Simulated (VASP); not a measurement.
# SrCl2 (R-3m) in VASP: notebook, part 2 of 2

VASP 6.6.1. The steps go on from the part before.

## Step 3: Single point, PBE

This run uses another cell than the first one, of the same volume but with other edges.

File INCAR:

```
PREC = Accurate ; ENCUT = 520
EDIFF = 1E-6 ; ISMEAR = 0
SIGMA = 0.05 ; LREAL = False
LASPH = True ; NELM = 80
ALGO = Normal ; ISIF = 2
LWAVE = False ; LCHARG = True
GGA = PE ; LELF = True
LVHAR = True ; NBANDS = 19
```

File KPOINTS:

```
regular mesh
0
Gamma
  6 6 6
```

File POSCAR:

```
SrCl2
1.0
    0.1811851347      3.5784064102      3.5784064102
    3.5784064102      0.1811851347      3.5784064102
    3.5784064102      3.5784064102      0.1811851347
Sr Cl
1 2
Direct
    0.0000000000      0.0000000000      0.0000000000
    0.2500000000      0.2500000000      0.2500000000
    0.7500000000      0.7500000000      0.7500000000
```

Potentials or basis: VASP PAW PBE potentials, release 64 (Sr_sv, Cl).

Command:

```bash
$ cat potpaw_PBE.64/Sr_sv/POTCAR potpaw_PBE.64/Cl/POTCAR > POTCAR
$ mpirun -np 1 vasp_std > vasp.out
```

OUTCAR:

```text
PREC = Accurate
   ENCUT = 520
   EDIFF = 1E-6
   ISMEAR = 0
   LREAL = False
   LASPH = True
   NELM = 80
   ISIF = 2
   GGA = PE

 ion  position               nearest neighbor table
   1  0.000  0.000  0.000-   3 2.97   3 2.97   3 2.97   2 2.97   2 2.97   2 2.97   3 3.18   2 3.18

   2  0.250  0.250  0.250-   1 2.97   1 2.97   1 2.97   1 3.18
   3  0.750  0.750  0.750-   1 2.97   1 2.97   1 2.97   1 3.18

  LATTYP: Found a trigonal (rhomboedric) cell.
 ALAT       =     5.0638733126
 COS(alpha) =     0.5499279885

  Lattice vectors:

 A1 = (   0.1811851347,   3.5784064102,   3.5784064102)
 A2 = (   3.5784064102,   0.1811851347,   3.5784064102)
 A3 = (   3.5784064102,   3.5784064102,   0.1811851347)

Analysis of symmetry for initial positions (statically):
=====================================================================
 Subroutine PRICEL returns:
 Original cell was already a primitive cell.

 Routine SETGRP: Setting up the symmetry group for a
 trigonal (rhombohedral) supercell.

 Subroutine GETGRP returns: Found 12 space group operations
 (whereof 12 operations were pure point group operations)
 out of a pool of 12 trial point group operations.

The static configuration has the point symmetry D_3d.

Analysis of symmetry for dynamics (positions and initial velocities):
=====================================================================
 Subroutine PRICEL returns:
 Original cell was already a primitive cell.

 Routine SETGRP: Setting up the symmetry group for a
 trigonal (rhombohedral) supercell.

 Subroutine GETGRP returns: Found 12 space group operations
 (whereof 12 operations were pure point group operations)
 out of a pool of 12 trial point group operations.

The dynamic configuration has the point symmetry D_3d.

 Subroutine INISYM returns: Found 12 space group operations
 (whereof 12 operations are pure point group operations),
 and found     1 'primitive' translations

----------------------------------------------------------------------------------------

                                     Primitive cell

  volume of cell :      84.6887

  direct lattice vectors                    reciprocal lattice vectors
     0.181185135  3.578406410  3.578406410    -0.150813161  0.143545057  0.143545057
     3.578406410  0.181185135  3.578406410     0.143545057 -0.150813161  0.143545057
     3.578406410  3.578406410  0.181185135     0.143545057  0.143545057 -0.150813161

  length of vectors
     5.063873313  5.063873313  5.063873313     0.252893211  0.252893211  0.252893211

  position of ions in fractional coordinates (direct lattice)
     0.000000000  0.000000000  0.000000000
     0.250000000  0.250000000  0.250000000
     0.750000000  0.750000000  0.750000000

  ion indices of the primitive-cell ions
   primitive index   ion index
                 1           1
                 2           2
                 3           3

----------------------------------------------------------------------------------------

 KPOINTS: regular mesh

Automatic generation of k-mesh.
 Grid dimensions read from file:
 generate k-points for:    6    6    6

 Generating k-lattice:

  Cartesian coordinates                     Fractional coordinates (reciprocal lattice)
    -0.025135527  0.023924176  0.023924176     0.166666667  0.000000000  0.000000000
     0.023924176 -0.025135527  0.023924176     0.000000000  0.166666667  0.000000000
     0.023924176  0.023924176 -0.025135527     0.000000000  0.000000000  0.166666667

  Length of vectors
     0.042148869  0.042148869  0.042148869

  Shift w.r.t. Gamma in fractional coordinates (k-lattice)
     0.000000000  0.000000000  0.000000000

 Subroutine IBZKPT returns following result:
 ===========================================

 Found     32 irreducible k-points:

 Following reciprocal coordinates:
            Coordinates               Weight
  0.000000  0.000000  0.000000      1.000000
  0.166667  0.000000  0.000000      6.000000
  0.333333  0.000000  0.000000      6.000000
  0.500000  0.000000 -0.000000      3.000000
  0.166667  0.166667  0.000000      6.000000
  0.333333  0.166667  0.000000     12.000000
[... 16 lines left out ...]
  0.500000  0.500000  0.166667      6.000000
 -0.333333  0.500000  0.166667     12.000000
 [... further k-points ...]
   k-points           NKPTS =     32   k-points in BZ     NKDIM =     32   number of bands    NBANDS=     19
   number of dos      NEDOS =    301   number of ions     NIONS =      3
   total plane-waves  NPLWV =  64000
   dimension x,y,z NGX =    40 NGY =   40 NGZ =   40
   dimension x,y,z NGXF=    80 NGYF=   80 NGZF=   80
   ions per type =               1   2
   NGX,Y,Z   is equivalent  to a cutoff of  13.13, 13.13, 13.13 a.u.
   NGXF,Y,Z  is equivalent  to a cutoff of  26.26, 26.26, 26.26 a.u.
 SYSTEM =  unknown system
   PREC   = accura    normal or accurate (medium, high low for compatibility)
   ISTART =      0    job   : 0-new  1-cont  2-samecut
   ICHARG =      2    charge: 1-file 2-atom 10-const
   ISPIN  =      1    spin polarized calculation?
   LNONCOLLINEAR =      F non collinear calculations
   LSORBIT =      F    spin-orbit coupling
   LASPH  =      T    aspherical Exc in radial PAW
   ENCUT  =  520.0 eV  38.22 Ry    6.18 a.u.   9.42  9.42  9.42*2*pi/ulx,y,z
   NELM   =     80;   NELMIN=  2; NELMDL= -5     # of ELM steps
   EDIFF  = 0.1E-05   stopping-criterion for ELM
   LREAL  =      F    real-space projection
   EDIFFG = 0.1E-04   stopping-criterion for IOM
   NSW    =      0    number of steps for IOM
   IBRION =     -1    ionic relax: 0-MD 1-quasi-New 2-CG
   NFREE  =      0    steps in history (QN), initial steepest desc. (CG)
   ISIF   =      2    stress and relaxation
   ISYM   =      2    0-nonsym 1-usesym 2-fastsym
   POTIM  = 0.5000    time-step for ionic-motion
   TEBEG  =    0.0;   TEEND  =   0.0 temperature during run
   PSTRESS=    0.0 pullay stress
   NELECT =      24.0000    total number of electrons
   NUPDOWN=      -1.0000    fix difference up-down
   EMIN   =  10.00;   EMAX   =-10.00  energy-range for DOS
   EFERMI =   0.00;   METHOD = LEGACY
   ISMEAR =     0;   SIGMA  =   0.05  broadening in eV -4-tet -1-fermi 0-gaus
   EFERMI_NEDOS =   21; number of points for ismear=-14 and -15
   IALGO  =     38    algorithm
   IMIX   =      4    mixing-type and parameters
     AMIX     =   0.40;   BMIX     =  1.00
     AMIX_MAG =   1.60;   BMIX_MAG =  1.00
  volume/ion in A,a.u.               =      28.23       190.50
  Fermi-wavevector in a.u.,A,eV,Ry     =   1.075318  2.032056 15.732530  1.156308
  Thomas-Fermi vector in A             =   2.211171
   LORBIT       =      0    0 simple, 1 ext, 2 COOP (PROOUT), +10 PAW based schemes
   GGA     = PE    functional components
   LHFCALC =     F    Hartree Fock is set to
   AEXX    =    0.0000 exact exchange contribution
   IVDW    =     0    specifies the selected vdW correction
   LEPSILON=     F    determine dielectric tensor
   LRPA    =     F    only Hartree local field effects (RPA)
 non-spin polarized calculation
 Gauss-broadening in eV      SIGMA  =   0.05
  energy-cutoff  :      520.00
  volume of cell :       84.69
 maximum number of plane-waves:      2296
 NGX is ok and might be reduce to    40

 number of electron      24.0000001 magnetization

 Free energy of the ion-electron system (eV)
  ---------------------------------------------------
  ext. energy  EPLUGINS =         0.00000000
  ---------------------------------------------------
  free energy    TOTEN  =       -12.75564771 eV

  energy without entropy =      -12.75564771  energy(sigma->0) =      -12.75564771

 E-fermi :   0.3940     XC(G=0):  -8.2913

 val. band max:        0.1469546619   @ k =   0.5000   0.5000  -0.0000
 cond. band min:       5.5048311708   @ k =   0.0000   0.0000   0.0000
 fundamental gap:      5.3578765089
 Fermi energy:         0.3939680258

 k-point     1 :       0.0000    0.0000    0.0000
  band No.  band energies     occupation
      1     -32.6950      2.00000
      2     -14.7178      2.00000
      3     -14.6872      2.00000
      4     -14.6872      2.00000
      5     -13.1513      2.00000
      6     -12.2846      2.00000
[... 11 lines left out ...]
     18       9.5022      0.00000
     19       9.5037      0.00000
[... 489 lines left out ...]
      3     -14.8124      2.00000
      4     -14.7273      2.00000
      5     -12.5511      2.00000
      6     -12.4074      2.00000
[... 11 lines left out ...]
     18       9.7720      0.00000
     19      10.1423      0.00000

 [... further k-points ...]

------------------------ aborting loop because EDIFF is reached ----------------------------------------

  FORCE on cell =-STRESS in cart. coord.  units (eV):
  Direction    XX          YY          ZZ          XY          YZ          ZX
  --------------------------------------------------------------------------------------
  -------------------------------------------------------------------------------------
  Total        0.7651976      0.7651976      0.7651976     -0.2885146     -0.2885146     -0.2885146
  in kB       14.4763456     14.4763456     14.4763456     -5.4582460     -5.4582460     -5.4582460
  external PRESSURE =      14.4763456 kB  Pullay stress =       0.0000000 kB

 VOLUME and BASIS-vectors are now :
 -----------------------------------------------------------------------------
  energy-cutoff  :      520.00
  volume of cell :       84.69
      direct lattice vectors                 reciprocal lattice vectors
     0.181185135  3.578406410  3.578406410    -0.150813161  0.143545057  0.143545057
     3.578406410  0.181185135  3.578406410     0.143545057 -0.150813161  0.143545057
     3.578406410  3.578406410  0.181185135     0.143545057  0.143545057 -0.150813161

 POSITION                                       TOTAL-FORCE (eV/Angst)
 -----------------------------------------------------------------------------------
      0.00000      0.00000      0.00000        -0.000000     -0.000000     -0.000000
      1.83450      1.83450      1.83450        -0.097895     -0.097895     -0.097895
      5.50350      5.50350      5.50350         0.097895      0.097895      0.097895
 -----------------------------------------------------------------------------------
    total drift:                               -0.000000     -0.000000      0.000000

  FREE ENERGIE OF THE ION-ELECTRON SYSTEM (eV)
  ---------------------------------------------------
  free  energy   TOTEN  =       -12.7556477085 eV

  energy  without entropy=      -12.7556477085  energy(sigma->0) =      -12.75564771
```

OSZICAR:

```text
N       E                     dE             d eps       ncg     rms          rms(c)
DAV:   1     0.141117402148E+03    0.14112E+03   -0.11442E+04  1216   0.113E+03
DAV:   2    -0.373728659006E+01   -0.14485E+03   -0.14096E+03  1618   0.221E+02
DAV:   3    -0.127127688516E+02   -0.89755E+01   -0.89476E+01  1583   0.552E+01
DAV:   4    -0.130352274698E+02   -0.32246E+00   -0.32203E+00  2055   0.855E+00
DAV:   5    -0.130378454604E+02   -0.26180E-02   -0.26179E-02  1638   0.769E-01    0.134E+01
DAV:   6    -0.127384850332E+02    0.29936E+00   -0.60386E-01  1424   0.434E+00    0.857E+00
DAV:   7    -0.127486652460E+02   -0.10180E-01   -0.38615E-01  1642   0.371E+00    0.206E+00
DAV:   8    -0.127531963657E+02   -0.45311E-02   -0.57536E-02  1383   0.131E+00    0.423E-01
DAV:   9    -0.127541872039E+02   -0.99084E-03   -0.19553E-03  1531   0.271E-01    0.153E-01
DAV:  10    -0.127554782521E+02   -0.12910E-02   -0.82250E-04  1292   0.168E-01    0.316E-02
DAV:  11    -0.127556224345E+02   -0.14418E-03   -0.96281E-05  1524   0.554E-02    0.400E-02
DAV:  12    -0.127556459914E+02   -0.23557E-04   -0.23475E-05  1322   0.254E-02    0.490E-03
DAV:  13    -0.127556474441E+02   -0.14527E-05   -0.17257E-06  1504   0.787E-03    0.266E-03
DAV:  14    -0.127556477085E+02   -0.26437E-06   -0.38020E-07  1081   0.387E-03
   1 F= -.12755648E+02 E0= -.12755648E+02  d E =-.985297E-14
```

stdout:

```text
POSCAR found type information on POSCAR SrCl
 POSCAR found :  2 types and       3 ions
 scaLAPACK will be used
 LDA part: xc-table for (Slater+PW92), standard interpolation
 POSCAR, INCAR and KPOINTS ok, starting setup
 FFT: planning ... GRIDC
 FFT: planning ... GRID_SOFT
 FFT: planning ... GRID
 WAVECAR not read
 entering main loop
```

Wall time 63 s (1 thread of Intel Xeon Platinum 8259CL at 2.50GHz (Skylake/Cascade Lake), shared host); peak memory 0.25 GiB.

What came out:

```
Free energy            : -12.7556 eV
Pressure               : 1.4 GPa
Largest force          : 0.170 eV/Å
Band gap on the k mesh : 5.36 eV, indirect (least direct gap 5.53 eV)
```

Forces on the atoms (eV/Å):
```
Sr   0.000  0.000  0.000
Cl  -0.098 -0.098 -0.098
Cl   0.098  0.098  0.098
```
